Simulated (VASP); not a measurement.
ZrZn4N:

```
Zr Zn N
1.0
     5.25034    0.00000    0.00000
    -2.62517    4.54693    0.00000
     0.00000    0.00000    3.69562
Zr Zn N
1 4 1
Direct
  0.00000 0.00000 0.00000
  0.66667 0.33333 0.00000
  0.01569 0.50784 0.50000
  0.49216 0.50784 0.50000
  0.49216 0.98431 0.50000
  0.33333 0.66667 0.00000
```

The cell was generated, and may not be a known phase.

```yaml
Program: VASP 6.6.1
Task: relaxation of cell and atoms
Functional: PBE
Potentials_or_basis: VASP PAW PBE potentials, release 64 (Zr_sv, Zn, N)
Cutoff: 600 eV
k_mesh: 12 × 12 × 10
Occupations: gaussian, width 0.1 eV
Spin: no spin polarisation
```

At the start: pressure 0.5 GPa; volume 14.70 Å³/atom.

Problem. Where does the relaxation end?

Solution. Over 19 steps the energy falls by 3.0 meV/atom and the volume is 14.90 Å³/atom (+1.3 %); space group P-6m2 (No. 187, to 0.1 Å) before and after.

Step by step:
| step | energy change (eV) | largest force (eV/Å) | pressure (GPa) | volume (Å³) |
| --- | --- | --- | --- | --- |
| 1 | 0.0000 | 0.0432 | 0.45 | 88.23 |
| 2 | -0.0012 | 0.0195 | -0.21 | 88.76 |
| 3 | -0.0012 | 0.0169 | -0.13 | 88.74 |
| 4 | -0.0019 | 0.0310 | -0.11 | 88.69 |
| 5 | -0.0036 | 0.0752 | 0.12 | 88.57 |
| 6 | -0.0048 | 0.1698 | 0.64 | 88.30 |
| 7 | -0.0050 | 0.1699 | 0.62 | 88.30 |
| 8 | -0.0055 | 0.1720 | 0.65 | 88.33 |
| 9 | -0.0064 | 0.1757 | 0.62 | 88.37 |
| 10 | -0.0081 | 0.1842 | 0.62 | 88.46 |
| 11 | -0.0111 | 0.2015 | 0.56 | 88.62 |
| 12 | -0.0111 | 0.2324 | 0.75 | 88.86 |
| 13 | -0.0125 | 0.2157 | 0.66 | 88.75 |
| 14 | -0.0157 | 0.1495 | 0.35 | 89.07 |
| 15 | -0.0178 | 0.0356 | -0.27 | 89.64 |
| 16 | -0.0178 | 0.0396 | -0.20 | 89.62 |
| 17 | -0.0180 | 0.0189 | -0.08 | 89.51 |
| 18 | -0.0181 | 0.0113 | -0.05 | 89.47 |
| 19 | -0.0181 | 0.0036 | 0.07 | 89.39 |

Final structure:
```
CELL_PARAMETERS angstrom
5.45348 0.00000 0.00000
-2.72674 4.72285 0.00000
0.00000 0.00000 3.47072
ATOMIC_POSITIONS crystal
Zr 0.00000 0.00000 0.00000
Zn 0.66667 0.33333 0.00000
Zn 0.02384 0.51192 0.50000
Zn 0.48808 0.51192 0.50000
Zn 0.48808 0.97616 0.50000
N 0.33333 0.66667 0.00000
```
